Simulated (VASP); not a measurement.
# SnPb3S4 (Cmmm) in VASP: notebook

SnPb3S4 is run at these levels: PBE; tasks: single point.

All numbers are computed with VASP 6.6.1; they aren't measurements. Logs are shortened: lines on timing, memory, paths and dates and some standing lists are left out, and cuts for length are marked.

## Step 1: The cell of the first run

Symmetry: Cmmm, No. 65, orthorhombic system. Conventional cell: a = 8.444 Å, b = 11.943 Å, c = 4.223 Å, α = 90.00°, β = 90.00°, γ = 90.00°. Sn (site symmetry mmm) has 6 S at 2.95 Å within 3.9 Å. Pb (site symmetry 2/m) has 6 S at 2.99 Å within 3.9 Å. Within 4.0 Å of Pb (site symmetry mmm) lie 6 S at 3.02 Å. S (site symmetry 2mm) has 2 Sn at 2.95 Å and 4 Pb at 2.99 to 3.02 Å within 3.9 Å. S (site symmetry m2m) has 1 Sn at 2.95 Å and 5 Pb at 2.99 to 3.02 Å within 3.9 Å.

## Step 2: Single point, PBE

INCAR

```
PREC = Accurate ; ENCUT = 500
EDIFF = 1E-6 ; ISMEAR = 0
SIGMA = 0.1 ; LREAL = F
LASPH = T ; NELM = 120
ALGO = Normal ; ISIF = 2
LWAVE = F ; LCHARG = F
GGA = PE ; NBANDS = 50
GGA_COMPAT = F
```

KPOINTS

```
regular mesh
0
Gamma
  6 6 10
```

POSCAR

```
SnPb3S4
1.0
    4.2222416596     -5.9714614823      0.0000000000
    4.2222416596      5.9714614823      0.0000000000
    0.0000000000      0.0000000000      4.2227604187
Sn Pb S
1 3 4
Direct
    0.5000000000      0.5000000000      0.5000000000
    0.0000000000      0.5000000000      0.0000000000
    0.5000000000      0.0000000000      0.0000000000
    0.0000000000      0.0000000000      0.5000000000
    0.2553445210      0.2553445210      0.0000000000
    0.7446554790      0.7446554790      0.0000000000
    0.2527165305      0.7472834695      0.5000000000
    0.7472834695      0.2527165305      0.5000000000
```

Potentials or basis: VASP PAW PBE potentials, release 64 (Sn_d, Pb_d, S).

On the command line:

```bash
$ cat potpaw_PBE.64/Sn_d/POTCAR potpaw_PBE.64/Pb_d/POTCAR potpaw_PBE.64/S/POTCAR > POTCAR
$ mpirun -np 1 vasp_std > vasp.out
```

OUTCAR:

```text
PREC = Accurate
   ENCUT = 500
   EDIFF = 1E-6
   ISMEAR = 0
   LREAL = F
   LASPH = T
   NELM = 120
   ISIF = 2
   GGA = PE

 ion  position               nearest neighbor table
   1  0.500  0.500  0.500-   7 2.95   8 2.95   5 2.95   6 2.95   5 2.95   6 2.95
   2  0.000  0.500  0.000-   7 2.99   8 2.99   7 2.99   8 2.99   5 2.99   6 2.99
   3  0.500  0.000  0.000-   7 2.99   8 2.99   7 2.99   8 2.99   5 2.99   6 2.99
   4  0.000  0.000  0.500-   5 3.02   6 3.02   5 3.02   6 3.02   7 3.02   8 3.02
   5  0.255  0.255  0.000-   1 2.95   1 2.95   3 2.99   2 2.99   4 3.02   4 3.02
   6  0.745  0.745  0.000-   1 2.95   1 2.95   3 2.99   2 2.99   4 3.02   4 3.02
   7  0.253  0.747  0.500-   1 2.95   2 2.99   3 2.99   2 2.99   3 2.99   4 3.02
   8  0.747  0.253  0.500-   1 2.95   2 2.99   3 2.99   2 2.99   3 2.99   4 3.02

  LATTYP: Found a base centered orthorhombic cell.
 ALAT       =     8.4444833192
 B/A-ratio  =     1.4142869982
 C/A-ratio  =     0.5000614317

  Lattice vectors:

 A1 = (   4.2222416596,  -5.9714614823,   0.0000000000)
 A2 = (   4.2222416596,   5.9714614823,   0.0000000000)
 A3 = (   0.0000000000,   0.0000000000,   4.2227604187)

Analysis of symmetry for initial positions (statically):
=====================================================================
 Subroutine PRICEL returns:
 Original cell was already a primitive cell.

 Routine SETGRP: Setting up the symmetry group for a
 base centered orthorhombic supercell.

 Subroutine GETGRP returns: Found  8 space group operations
 (whereof  8 operations were pure point group operations)
 out of a pool of  8 trial point group operations.

The static configuration has the point symmetry D_2h.

Analysis of symmetry for dynamics (positions and initial velocities):
=====================================================================
 Subroutine PRICEL returns:
 Original cell was already a primitive cell.

 Routine SETGRP: Setting up the symmetry group for a
 base centered orthorhombic supercell.

 Subroutine GETGRP returns: Found  8 space group operations
 (whereof  8 operations were pure point group operations)
 out of a pool of  8 trial point group operations.

The dynamic configuration has the point symmetry D_2h.

 Subroutine INISYM returns: Found  8 space group operations
 (whereof  8 operations are pure point group operations),
 and found     1 'primitive' translations

----------------------------------------------------------------------------------------

                                     Primitive cell

  volume of cell :     212.9365

  direct lattice vectors                    reciprocal lattice vectors
     4.222241660 -5.971461482  0.000000000     0.118420507 -0.083731596  0.000000000
     4.222241660  5.971461482  0.000000000     0.118420507  0.083731596  0.000000000
     0.000000000  0.000000000  4.222760419     0.000000000  0.000000000  0.236811919

  length of vectors
     7.313390244  7.313390244  4.222760419     0.145032399  0.145032399  0.236811919

  position of ions in fractional coordinates (direct lattice)
     0.500000000  0.500000000  0.500000000
     0.000000000  0.500000000  0.000000000
     0.500000000  0.000000000  0.000000000
     0.000000000  0.000000000  0.500000000
     0.255344521  0.255344521  0.000000000
     0.744655479  0.744655479  0.000000000
     0.252716531  0.747283469  0.500000000
     0.747283469  0.252716531  0.500000000

  ion indices of the primitive-cell ions
   primitive index   ion index
                 1           1
                 2           2
                 3           3
                 4           4
                 5           5
                 6           6
                 7           7
                 8           8

----------------------------------------------------------------------------------------

 KPOINTS: regular mesh

Automatic generation of k-mesh.
 Grid dimensions read from file:
 generate k-points for:    6    6   10

 Generating k-lattice:

  Cartesian coordinates                     Fractional coordinates (reciprocal lattice)
     0.019736751 -0.013955266  0.000000000     0.166666667  0.000000000  0.000000000
     0.019736751  0.013955266  0.000000000     0.000000000  0.166666667  0.000000000
     0.000000000  0.000000000  0.023681192     0.000000000  0.000000000  0.100000000

  Length of vectors
     0.024172066  0.024172066  0.023681192

  Shift w.r.t. Gamma in fractional coordinates (k-lattice)
     0.000000000  0.000000000  0.000000000

 Subroutine IBZKPT returns following result:
 ===========================================

 Found     78 irreducible k-points:

 Following reciprocal coordinates:
            Coordinates               Weight
  0.000000  0.000000  0.000000      1.000000
  0.166667  0.000000  0.000000      4.000000
  0.333333  0.000000  0.000000      4.000000
  0.500000  0.000000  0.000000      2.000000
  0.166667  0.166667  0.000000      2.000000
  0.333333  0.166667  0.000000      4.000000
[... 16 lines left out ...]
  0.333333  0.333333  0.100000      4.000000
  0.500000  0.333333  0.100000      8.000000
 [... further k-points ...]
   k-points           NKPTS =     78   k-points in BZ     NKDIM =     78   number of bands    NBANDS=     50
   number of dos      NEDOS =    301   number of ions     NIONS =      8
   total plane-waves  NPLWV =  93312
   dimension x,y,z NGX =    54 NGY =   54 NGZ =   32
   dimension x,y,z NGXF=   108 NGYF=  108 NGZF=   64
   ions per type =               1   3   4
   NGX,Y,Z   is equivalent  to a cutoff of  12.28, 12.28, 12.60 a.u.
   NGXF,Y,Z  is equivalent  to a cutoff of  24.55, 24.55, 25.20 a.u.
 SYSTEM =  unknown system
   PREC   = accura    normal or accurate (medium, high low for compatibility)
   ISTART =      0    job   : 0-new  1-cont  2-samecut
   ICHARG =      2    charge: 1-file 2-atom 10-const
   ISPIN  =      1    spin polarized calculation?
   LNONCOLLINEAR =      F non collinear calculations
   LSORBIT =      F    spin-orbit coupling
   LASPH  =      T    aspherical Exc in radial PAW
   ENCUT  =  500.0 eV  36.75 Ry    6.06 a.u.  13.33 13.33  7.70*2*pi/ulx,y,z
   NELM   =    120;   NELMIN=  2; NELMDL= -5     # of ELM steps
   EDIFF  = 0.1E-05   stopping-criterion for ELM
   LREAL  =      F    real-space projection
   EDIFFG = 0.1E-04   stopping-criterion for IOM
   NSW    =      0    number of steps for IOM
   IBRION =     -1    ionic relax: 0-MD 1-quasi-New 2-CG
   NFREE  =      0    steps in history (QN), initial steepest desc. (CG)
   ISIF   =      2    stress and relaxation
   ISYM   =      2    0-nonsym 1-usesym 2-fastsym
   POTIM  = 0.5000    time-step for ionic-motion
   TEBEG  =    0.0;   TEEND  =   0.0 temperature during run
   PSTRESS=    0.0 pullay stress
   NELECT =      80.0000    total number of electrons
   NUPDOWN=      -1.0000    fix difference up-down
   EMIN   =  10.00;   EMAX   =-10.00  energy-range for DOS
   EFERMI =   0.00;   METHOD = LEGACY
   ISMEAR =     0;   SIGMA  =   0.10  broadening in eV -4-tet -1-fermi 0-gaus
   EFERMI_NEDOS =   21; number of points for ismear=-14 and -15
   IALGO  =     38    algorithm
   IMIX   =      4    mixing-type and parameters
     AMIX     =   0.40;   BMIX     =  1.00
     AMIX_MAG =   1.60;   BMIX_MAG =  1.00
  volume/ion in A,a.u.               =      26.62       179.62
  Fermi-wavevector in a.u.,A,eV,Ry     =   1.181285  2.232305 18.986043  1.395435
  Thomas-Fermi vector in A             =   2.317562
   LORBIT       =      0    0 simple, 1 ext, 2 COOP (PROOUT), +10 PAW based schemes
   GGA     = PE    functional components
   LHFCALC =     F    Hartree Fock is set to
   AEXX    =    0.0000 exact exchange contribution
   IVDW    =     0    specifies the selected vdW correction
   LEPSILON=     F    determine dielectric tensor
   LRPA    =     F    only Hartree local field effects (RPA)
 non-spin polarized calculation
 Gauss-broadening in eV      SIGMA  =   0.10
  energy-cutoff  :      500.00
  volume of cell :      212.94
 maximum number of plane-waves:      5435
 NGX is ok and might be reduce to    54
   NGX = 27   NGY = 27   NGZ = 15

 number of electron      80.0000018 magnetization

 Free energy of the ion-electron system (eV)
  ---------------------------------------------------
  ext. energy  EPLUGINS =         0.00000000
  ---------------------------------------------------
  free energy    TOTEN  =       -35.05738260 eV

  energy without entropy =      -35.05662704  energy(sigma->0) =      -35.05700482

 E-fermi :   5.8409     XC(G=0):  -9.5450

 val. band max:        5.8377081415   @ k =   0.5000   0.5000   0.5000
 cond. band min:       5.8821909887   @ k =   0.5000   0.5000   0.5000
 fundamental gap:      0.0444828472
 Fermi energy:         5.8408605916

 k-point     1 :       0.0000    0.0000    0.0000
  band No.  band energies     occupation
      1     -15.8693      2.00000
      2     -15.8657      2.00000
      3     -15.8636      2.00000
      4     -15.8592      2.00000
      5     -15.8583      2.00000
      6     -11.3962      2.00000
[... 42 lines left out ...]
     49      10.5289      0.00000
     50      10.5400      0.00000

 k-point     2 :       0.1667    0.0000    0.0000
  band No.  band energies     occupation
      1     -15.8693      2.00000
      2     -15.8657      2.00000
      3     -15.8636      2.00000
      4     -15.8592      2.00000
      5     -15.8583      2.00000
      6     -11.3923      2.00000
[... 42 lines left out ...]
     49      10.1512      0.00000
     50      10.1546      0.00000

 k-point     3 :       0.3333    0.0000    0.0000
  band No.  band energies     occupation
      1     -15.8693      2.00000
      2     -15.8656      2.00000
      3     -15.8636      2.00000
      4     -15.8592      2.00000
      5     -15.8583      2.00000
      6     -11.3837      2.00000
[... 42 lines left out ...]
     49       9.3996      0.00000
     50       9.4251      0.00000

 k-point     4 :       0.5000    0.0000    0.0000
  band No.  band energies     occupation
      1     -15.8693      2.00000
      2     -15.8656      2.00000
      3     -15.8636      2.00000
      4     -15.8592      2.00000
      5     -15.8583      2.00000
      6     -11.3788      2.00000
[... 999 lines left out ...]
 k-point    23 :       0.3333    0.3333    0.1000
  band No.  band energies     occupation
      1     -15.8678      2.00000
      2     -15.8655      2.00000
      3     -15.8635      2.00000
      4     -15.8603      2.00000
      5     -15.8587      2.00000
      6     -11.3705      2.00000
[... 42 lines left out ...]
     49       9.5772      0.00000
     50       9.6552      0.00000

 k-point    24 :       0.5000    0.3333    0.1000
  band No.  band energies     occupation
      1     -15.8678      2.00000
      2     -15.8655      2.00000
      3     -15.8635      2.00000
      4     -15.8603      2.00000
      5     -15.8587      2.00000
      6     -11.3673      2.00000
[... 42 lines left out ...]
     49       9.6280      0.00000
     50       9.7690      0.00000

 [... further k-points ...]

------------------------ aborting loop because EDIFF is reached ----------------------------------------

  FORCE on cell =-STRESS in cart. coord.  units (eV):
  Direction    XX          YY          ZZ          XY          YZ          ZX
  --------------------------------------------------------------------------------------
  -------------------------------------------------------------------------------------
  Total       -0.0894355     -0.0976858     -0.0979224      0.0000000      0.0000000      0.0000000
  in kB       -0.6729311     -0.7350079     -0.7367878      0.0000000      0.0000000      0.0000000
  external PRESSURE =      -0.7149089 kB  Pullay stress =       0.0000000 kB

 VOLUME and BASIS-vectors are now :
 -----------------------------------------------------------------------------
  energy-cutoff  :      500.00
  volume of cell :      212.94
      direct lattice vectors                 reciprocal lattice vectors
     4.222241660 -5.971461482  0.000000000     0.118420507 -0.083731596  0.000000000
     4.222241660  5.971461482  0.000000000     0.118420507  0.083731596  0.000000000
     0.000000000  0.000000000  4.222760419     0.000000000  0.000000000  0.236811919

 POSITION                                       TOTAL-FORCE (eV/Angst)
 -----------------------------------------------------------------------------------
      4.22224      0.00000      2.11138        -0.000000     -0.000000      0.000000
      2.11112      2.98573      0.00000         0.000000     -0.000000      0.000000
      2.11112     -2.98573      0.00000         0.000000     -0.000000      0.000000
      0.00000      0.00000      2.11138         0.000000     -0.000000      0.000000
      2.15625      0.00000      0.00000        -0.000759     -0.000000      0.000000
      6.28823      0.00000      0.00000         0.000759     -0.000000     -0.000000
      4.22224      2.95329      2.11138         0.000000     -0.000691      0.000000
      4.22224     -2.95329      2.11138         0.000000      0.000691      0.000000
 -----------------------------------------------------------------------------------
    total drift:                               -0.000000     -0.000000      0.000000

  FREE ENERGIE OF THE ION-ELECTRON SYSTEM (eV)
  ---------------------------------------------------
  free  energy   TOTEN  =       -35.0573825966 eV

  energy  without entropy=      -35.0566270354  energy(sigma->0) =      -35.05700482
```

It took 12 min on 1 thread of Oxide Virtual Turin-like, shared host; peak memory 0.7 GiB.

What came out:

```yaml
Free_energy: -35.0574 eV
Pressure: -0.1 GPa
Band_gap_on_the_k_mesh: 0.04 eV
```

Caveat: spin-orbit coupling is left out, which moves the levels of the heavy elements.

## Step 3: Single point, PBE

INCAR

```
  ALGO = Normal
  EDIFF = 1E-6
  ENCUT = 500
  GGA = PE
  GGA_COMPAT = F
  ISIF = 2
  ISMEAR = 0
  LASPH = T
  LCHARG = F
  LREAL = F
  LWAVE = F
  NBANDS = 50
  NELM = 120
  PREC = Accurate
  SIGMA = 0.2
```

KPOINTS

```
k-points
0
Gamma
  6 4 4
```

POSCAR

```
SnPb3S4
1.0
    0.0000000000      0.0000000000      4.2227604187
    4.2222416596     -5.9714614823      0.0000000000
    4.2222416596      5.9714614823      0.0000000000
Sn Pb S
1 3 4
Direct
    0.5000000000      0.5000000000      0.5000000000
    0.0000000000      0.0000000000      0.5000000000
    0.0000000000      0.5000000000      0.0000000000
    0.5000000000      0.0000000000      0.0000000000
    0.0000000000      0.2553445210      0.2553445210
    0.0000000000      0.7446554790      0.7446554790
    0.5000000000      0.2527165305      0.7472834695
    0.5000000000      0.7472834695      0.2527165305
```

Potentials or basis: VASP PAW PBE potentials, release 64 (Sn_d, Pb_d, S).

On the command line:

```bash
$ cat potpaw_PBE.64/Sn_d/POTCAR potpaw_PBE.64/Pb_d/POTCAR potpaw_PBE.64/S/POTCAR > POTCAR
$ mpirun -np 1 vasp_std > vasp.out
```

Run time: 8.4 min. Hardware: 1 thread of Oxide Virtual Turin-like, shared host; peak memory 0.4 GiB.

It converged, with:

```
Free energy            : -35.0613 eV
Pressure               : -0.1 GPa
Largest force          : 0.003 eV/Å
Band gap on the k mesh : 0.05 eV
```

Forces on the atoms (eV/Å):
```
Sn   0.000  0.000  0.000
Pb   0.000  0.000  0.000
Pb   0.000  0.000  0.000
Pb   0.000  0.000  0.000
S    0.002  0.000  0.000
S   -0.002  0.000  0.000
S    0.000 -0.003  0.000
S    0.000  0.003  0.000
```

Levels at points of the mesh, in eV from the valence-band top:
```tsv
k point	band 37	band 38	band 39	band 40	band 41	band 42	band 43	band 44
(0.00, 0.00, 0.00)	-2.03	-2.03	-0.37	-0.02	0.05	0.08	1.53	1.59
(0.50, 0.00, 0.00)	-1.41	-1.31	-1.11	-0.72	1.03	1.16	1.72	1.89
(0.00, 0.50, 0.00)	-2.25	-2.24	-1.43	-1.32	1.90	2.17	2.47	2.49
(0.50, 0.50, 0.00)	-2.59	-2.55	-2.42	-2.04	2.39	2.49	2.52	2.53
(0.00, 0.50, 0.50)	-1.99	-1.97	-1.11	-0.83	1.04	1.15	1.97	1.98
(0.50, 0.50, 0.50)	-2.03	-2.03	-0.37	0.00	0.05	0.08	1.53	1.59
```

Caveat: the smearing spreads over this small gap; spin-orbit coupling is left out, which moves the levels of the heavy elements.

The gap in the log of VASP goes by the Fermi energy; the results here count the filled bands.